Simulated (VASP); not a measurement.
# AlAs (F-43m) in VASP: a series of runs

The runs below take AlAs through single point, with PBE.

All numbers are computed with VASP 6.6.1; they aren't measurements. Logs are shortened: lines on timing, memory, paths and dates and some standing lists are left out, and cuts for length are marked.

## 1. The cell of the first run

Symmetry: F-43m, No. 216, cubic system. Conventional cell: a = 5.735 Å, b = 5.735 Å, c = 5.735 Å, α = 90.00°, β = 90.00°, γ = 90.00°. Within 3.3 Å of Al (site symmetry -43m) lie 4 As at 2.48 Å. As (site symmetry -43m) has 4 Al at 2.48 Å within 3.3 Å.

## 2. Single point, PBE (strain +1.0%)

INCAR

```
SYSTEM = AlAs
  PREC = Accurate
  ENCUT = 500
  EDIFF = 1E-6
  ISMEAR = 0
  SIGMA = 0.01
  LREAL = .False.
  LASPH = .True.
  NELM = 120
  ALGO = Normal
  ISIF = 2
  LWAVE = .False.
  LCHARG = .False.
  GGA = PE
  NBANDS = 11
  GGA_COMPAT = .False.
```

KPOINTS

```
Automatic mesh
0
Gamma
  4 4 4
  0 0 0
```

POSCAR

```
AlAs
1.0
    0.0000000000      2.8673138841      2.8673138841
    2.8673138841      0.0000000000      2.8673138841
    2.8673138841      2.8673138841      0.0000000000
Al As
1 1
Direct
    0.0000000000      0.0000000000      0.0000000000
    0.2500000000      0.2500000000      0.2500000000
```

Potentials or basis: VASP PAW PBE potentials, release 64 (Al, As).

Run with:

```sh
> cat potpaw_PBE.64/Al/POTCAR potpaw_PBE.64/As/POTCAR > POTCAR
> mpirun -np 1 vasp_std > vasp.out
```

OUTCAR:

```text
SYSTEM = AlAs
   PREC = Accurate
   ENCUT = 500
   EDIFF = 1E-6
   ISMEAR = 0
   LREAL = .False.
   LASPH = .True.
   NELM = 120
   ISIF = 2
   GGA = PE

 ion  position               nearest neighbor table
   1  0.000  0.000  0.000-   2 2.48   2 2.48   2 2.48   2 2.48
   2  0.250  0.250  0.250-   1 2.48   1 2.48   1 2.48   1 2.48

  LATTYP: Found a face centered cubic cell.
 ALAT       =     5.7346277682

  Lattice vectors:

 A1 = (   0.0000000000,   2.8673138841,   2.8673138841)
 A2 = (   2.8673138841,   0.0000000000,   2.8673138841)
 A3 = (   2.8673138841,   2.8673138841,   0.0000000000)

Analysis of symmetry for initial positions (statically):
=====================================================================
 Subroutine PRICEL returns:
 Original cell was already a primitive cell.

 Routine SETGRP: Setting up the symmetry group for a
 face centered cubic supercell.

 Subroutine GETGRP returns: Found 24 space group operations
 (whereof 24 operations were pure point group operations)
 out of a pool of 48 trial point group operations.

The static configuration has the point symmetry T_d .

Analysis of symmetry for dynamics (positions and initial velocities):
=====================================================================
 Subroutine PRICEL returns:
 Original cell was already a primitive cell.

 Routine SETGRP: Setting up the symmetry group for a
 face centered cubic supercell.

 Subroutine GETGRP returns: Found 24 space group operations
 (whereof 24 operations were pure point group operations)
 out of a pool of 48 trial point group operations.

The dynamic configuration has the point symmetry T_d .

 Subroutine INISYM returns: Found 24 space group operations
 (whereof 24 operations are pure point group operations),
 and found     1 'primitive' translations

----------------------------------------------------------------------------------------

                                     Primitive cell

  volume of cell :      47.1472

  direct lattice vectors                    reciprocal lattice vectors
     0.000000000  2.867313884  2.867313884    -0.174379234  0.174379234  0.174379234
     2.867313884  0.000000000  2.867313884     0.174379234 -0.174379234  0.174379234
     2.867313884  2.867313884  0.000000000     0.174379234  0.174379234 -0.174379234

  length of vectors
     4.054994182  4.054994182  4.054994182     0.302033694  0.302033694  0.302033694

  position of ions in fractional coordinates (direct lattice)
     0.000000000  0.000000000  0.000000000
     0.250000000  0.250000000  0.250000000

  ion indices of the primitive-cell ions
   primitive index   ion index
                 1           1
                 2           2

----------------------------------------------------------------------------------------

 KPOINTS: Automatic mesh

Automatic generation of k-mesh.
 Grid dimensions read from file:
 generate k-points for:    4    4    4

 Generating k-lattice:

  Cartesian coordinates                     Fractional coordinates (reciprocal lattice)
    -0.043594809  0.043594809  0.043594809     0.250000000  0.000000000  0.000000000
     0.043594809 -0.043594809  0.043594809     0.000000000  0.250000000  0.000000000
     0.043594809  0.043594809 -0.043594809     0.000000000  0.000000000  0.250000000

  Length of vectors
     0.075508423  0.075508423  0.075508423

  Shift w.r.t. Gamma in fractional coordinates (k-lattice)
     0.000000000  0.000000000  0.000000000

 Subroutine IBZKPT returns following result:
 ===========================================

 Found      8 irreducible k-points:

 Following reciprocal coordinates:
            Coordinates               Weight
  0.000000  0.000000  0.000000      1.000000
  0.250000  0.000000  0.000000      8.000000
  0.500000  0.000000  0.000000      4.000000
  0.250000  0.250000  0.000000      6.000000
  0.500000  0.250000  0.000000     24.000000
 -0.250000  0.250000  0.000000     12.000000
  0.500000  0.500000  0.000000      3.000000
 -0.250000  0.500000  0.250000      6.000000
   k-points           NKPTS =      8   k-points in BZ     NKDIM =      8   number of bands    NBANDS=     11
   number of dos      NEDOS =    301   number of ions     NIONS =      2
   total plane-waves  NPLWV =  27000
   dimension x,y,z NGX =    30 NGY =   30 NGZ =   30
   dimension x,y,z NGXF=    60 NGYF=   60 NGZF=   60
   ions per type =               1   1
   NGX,Y,Z   is equivalent  to a cutoff of  12.30, 12.30, 12.30 a.u.
   NGXF,Y,Z  is equivalent  to a cutoff of  24.60, 24.60, 24.60 a.u.
 SYSTEM =  AlAs
   PREC   = accura    normal or accurate (medium, high low for compatibility)
   ISTART =      0    job   : 0-new  1-cont  2-samecut
   ICHARG =      2    charge: 1-file 2-atom 10-const
   ISPIN  =      1    spin polarized calculation?
   LNONCOLLINEAR =      F non collinear calculations
   LSORBIT =      F    spin-orbit coupling
   LASPH  =      T    aspherical Exc in radial PAW
   ENCUT  =  500.0 eV  36.75 Ry    6.06 a.u.   7.39  7.39  7.39*2*pi/ulx,y,z
   NELM   =    120;   NELMIN=  2; NELMDL= -5     # of ELM steps
   EDIFF  = 0.1E-05   stopping-criterion for ELM
   LREAL  =      F    real-space projection
   EDIFFG = 0.1E-04   stopping-criterion for IOM
   NSW    =      0    number of steps for IOM
   IBRION =     -1    ionic relax: 0-MD 1-quasi-New 2-CG
   NFREE  =      0    steps in history (QN), initial steepest desc. (CG)
   ISIF   =      2    stress and relaxation
   ISYM   =      2    0-nonsym 1-usesym 2-fastsym
   POTIM  = 0.5000    time-step for ionic-motion
   TEBEG  =    0.0;   TEEND  =   0.0 temperature during run
   PSTRESS=    0.0 pullay stress
   NELECT =       8.0000    total number of electrons
   NUPDOWN=      -1.0000    fix difference up-down
   EMIN   =  10.00;   EMAX   =-10.00  energy-range for DOS
   EFERMI =   0.00;   METHOD = LEGACY
   ISMEAR =     0;   SIGMA  =   0.01  broadening in eV -4-tet -1-fermi 0-gaus
   EFERMI_NEDOS =   21; number of points for ismear=-14 and -15
   IALGO  =     38    algorithm
   IMIX   =      4    mixing-type and parameters
     AMIX     =   0.40;   BMIX     =  1.00
     AMIX_MAG =   1.60;   BMIX_MAG =  1.00
  volume/ion in A,a.u.               =      23.57       159.08
  Fermi-wavevector in a.u.,A,eV,Ry     =   0.906330  1.712715 11.176284  0.821434
  Thomas-Fermi vector in A             =   2.030005
   LORBIT       =      0    0 simple, 1 ext, 2 COOP (PROOUT), +10 PAW based schemes
   GGA     = PE    functional components
   LHFCALC =     F    Hartree Fock is set to
   AEXX    =    0.0000 exact exchange contribution
   IVDW    =     0    specifies the selected vdW correction
   LEPSILON=     F    determine dielectric tensor
   LRPA    =     F    only Hartree local field effects (RPA)
 non-spin polarized calculation
 Gauss-broadening in eV      SIGMA  =   0.01
  energy-cutoff  :      500.00
  volume of cell :       47.15
 maximum number of plane-waves:      1243
 NGX is ok and might be reduce to    30
   NGX = 15   NGY = 15   NGZ = 15

 number of electron       7.9999999 magnetization

 Free energy of the ion-electron system (eV)
  ---------------------------------------------------
  ext. energy  EPLUGINS =         0.00000000
  ---------------------------------------------------
  free energy    TOTEN  =        -9.27544498 eV

  energy without entropy =       -9.27544498  energy(sigma->0) =       -9.27544498

 E-fermi :   3.7210     XC(G=0):  -8.8705

 val. band max:        3.6047547356   @ k =   0.0000   0.0000   0.0000
 cond. band min:       5.0808494860   @ k =   0.5000   0.5000   0.0000
 fundamental gap:      1.4760947504
 Fermi energy:         3.7210442511

 k-point     1 :       0.0000    0.0000    0.0000
  band No.  band energies     occupation
      1      -8.0467      2.00000
      2       3.6048      2.00000
      3       3.6048      2.00000
      4       3.6048      2.00000
      5       5.3526      0.00000
      6       7.7975      0.00000
      7       7.7975      0.00000
      8       7.7975      0.00000
      9      12.2538      0.00000
     10      12.5145      0.00000
     11      12.5145      0.00000

 k-point     2 :       0.2500    0.0000    0.0000
  band No.  band energies     occupation
      1      -7.4976      2.00000
      2       0.2759      2.00000
      3       3.1396      2.00000
      4       3.1396      2.00000
      5       6.0399      0.00000
      6       8.4168      0.00000
      7       8.4168      0.00000
      8       9.8245      0.00000
      9      11.8249      0.00000
     10      11.8249      0.00000
     11      12.8679      0.00000

 k-point     3 :       0.5000    0.0000    0.0000
  band No.  band energies     occupation
      1      -6.7068      2.00000
      2      -1.8163      2.00000
      3       2.8022      2.00000
      4       2.8022      2.00000
      5       5.5861      0.00000
      6       8.2284      0.00000
      7       8.2284      0.00000
      8      11.2663      0.00000
      9      14.4851      0.00000
     10      14.9616      0.00000
     11      14.9616      0.00000

 k-point     4 :       0.2500    0.2500    0.0000
  band No.  band energies     occupation
      1      -7.3078      2.00000
      2       0.4088      2.00000
      3       2.3106      2.00000
      4       2.3106      2.00000
      5       6.1526      0.00000
      6       7.2704      0.00000
      7      10.2584      0.00000
      8      10.2584      0.00000
      9      10.8225      0.00000
     10      13.5832      0.00000
     11      15.5421      0.00000

 k-point     5 :       0.5000    0.2500    0.0000
  band No.  band energies     occupation
      1      -6.4875      2.00000
      2      -1.3402      2.00000
      3       0.9716      2.00000
      4       2.0451      2.00000
      5       6.1398      0.00000
      6       8.6487      0.00000
      7       9.8046      0.00000
      8      10.4020      0.00000
      9      13.6786      0.00000
     10      14.8426      0.00000
     11      16.1772      0.00000

 k-point     6 :      -0.2500    0.2500    0.0000
  band No.  band energies     occupation
      1      -6.7788      2.00000
      2      -0.8642      2.00000
      3       0.8424      2.00000
      4       2.7330      2.00000
      5       6.9036      0.00000
      6       9.2223      0.00000
      7       9.3816      0.00000
      8       9.7349      0.00000
      9      11.1910      0.00000
     10      13.6525      0.00000
     11      15.8357      0.00000

 k-point     7 :       0.5000    0.5000    0.0000
  band No.  band energies     occupation
      1      -6.1888      2.00000
      2      -1.7140      2.00000
      3       1.5067      2.00000
      4       1.5067      2.00000
      5       5.0808      0.00000
      6       5.8730      0.00000
      7      13.6218      0.00000
      8      13.6218      0.00000
      9      14.9685      0.00000
     10      15.9297      0.00000
     11      15.9297      0.00000

 k-point     8 :      -0.2500    0.5000    0.2500
  band No.  band energies     occupation
      1      -6.1603      2.00000
      2      -1.4029      2.00000
      3       0.5618      2.00000
      4       0.8942      2.00000
      5       7.9044      0.00000
      6       9.0315      0.00000
      7       9.1429      0.00000
      8       9.5953      0.00000
      9      13.9277      0.00000
     10      15.5903      0.00000
     11      15.9144      0.00000

------------------------ aborting loop because EDIFF is reached ----------------------------------------

  FORCE on cell =-STRESS in cart. coord.  units (eV):
  Direction    XX          YY          ZZ          XY          YZ          ZX
  --------------------------------------------------------------------------------------
  -------------------------------------------------------------------------------------
  Total        0.0529793      0.0529793      0.0529793      0.0000000      0.0000000      0.0000000
  in kB        1.8003664      1.8003664      1.8003664      0.0000000      0.0000000      0.0000000
  external PRESSURE =       1.8003664 kB  Pullay stress =       0.0000000 kB

 VOLUME and BASIS-vectors are now :
 -----------------------------------------------------------------------------
  energy-cutoff  :      500.00
  volume of cell :       47.15
      direct lattice vectors                 reciprocal lattice vectors
     0.000000000  2.867313884  2.867313884    -0.174379234  0.174379234  0.174379234
     2.867313884  0.000000000  2.867313884     0.174379234 -0.174379234  0.174379234
     2.867313884  2.867313884  0.000000000     0.174379234  0.174379234 -0.174379234

 POSITION                                       TOTAL-FORCE (eV/Angst)
 -----------------------------------------------------------------------------------
      0.00000      0.00000      0.00000        -0.000000     -0.000000     -0.000000
      1.43366      1.43366      1.43366         0.000000      0.000000      0.000000
 -----------------------------------------------------------------------------------
    total drift:                               -0.000000     -0.000000     -0.000000

  FREE ENERGIE OF THE ION-ELECTRON SYSTEM (eV)
  ---------------------------------------------------
  free  energy   TOTEN  =        -9.2754449785 eV

  energy  without entropy=       -9.2754449785  energy(sigma->0) =       -9.27544498
```

It took 2.9 s on 1 thread of Intel Xeon 6975P-C (Granite Rapids), shared host; peak memory 0.16 GiB.

What came out:

```
Free energy            : -9.2754 eV
Pressure               : 0.2 GPa
Band gap on the k mesh : 1.48 eV, indirect (least direct gap 1.75 eV)
```

Caveat: the k points lie up to 0.47 Å⁻¹ apart; the cell differs from its parent crystal (strain +1.0%).

## 3. Single point, PBE (strain +2.0%)

INCAR

```
SYSTEM = AlAs
PREC     = Accurate       ! precision mode
ENCUT    = 500            ! plane-wave cutoff, eV
EDIFF    = 1E-6           ! SCF threshold, eV
ISMEAR   = 0              ! smearing method
SIGMA    = 0.01           ! smearing width, eV
LREAL    = .False.        ! projectors in reciprocal space
LASPH    = .True.         ! aspherical terms in the spheres
NELM     = 120            ! most SCF steps
ALGO     = Normal         ! electronic algorithm
ISIF     = 2              ! what is computed and relaxed
LWAVE    = .False.        ! write WAVECAR
LCHARG   = .False.        ! write CHGCAR
GGA      = PE             ! functional
NBANDS   = 11             ! bands
GGA_COMPAT= .False.
```

KPOINTS

```
regular mesh
0
Gamma
  4 4 4
  0 0 0
```

POSCAR

```
AlAs
1.0
    0.0000000000      2.8957031304      2.8957031304
    2.8957031304      0.0000000000      2.8957031304
    2.8957031304      2.8957031304      0.0000000000
Al As
1 1
Direct
    0.0000000000      0.0000000000      0.0000000000
    0.2500000000      0.2500000000      0.2500000000
```

Potentials or basis: VASP PAW PBE potentials, release 64 (Al, As).

Run with:

```sh
> cat potpaw_PBE.64/Al/POTCAR potpaw_PBE.64/As/POTCAR > POTCAR
> mpirun -np 1 vasp_std > vasp.out
```

Wall time 3 s (1 thread of Intel Xeon 6975P-C (Granite Rapids), shared host); peak memory 0.16 GiB.

Results (log left out):

| Property | Result |
| --- | --- |
| Free energy | -9.2685 eV |
| Pressure | -1.7 GPa |
| Band gap on the k mesh | 1.52 eV, direct |

Levels at points of the mesh, in eV from the valence-band top:
| k point | band 1 | band 2 | band 3 | band 4 | band 5 | band 6 | band 7 | band 8 | band 9 |
| --- | --- | --- | --- | --- | --- | --- | --- | --- | --- |
| (0.00, 0.00, 0.00) | -11.50 | 0.00 | 0.00 | 0.00 | 1.52 | 4.14 | 4.14 | 4.14 | 8.50 |
| (0.50, 0.00, 0.00) | -10.22 | -5.30 | -0.78 | -0.78 | 1.87 | 4.60 | 4.60 | 7.60 | 10.65 |
| (0.50, 0.50, 0.00) | -9.73 | -5.22 | -2.03 | -2.03 | 1.52 | 2.26 | 9.79 | 9.79 | 11.06 |

Caveat: the k points lie up to 0.47 Å⁻¹ apart; the cell differs from its parent crystal (strain +2.0%). A k mesh can miss the band edges.
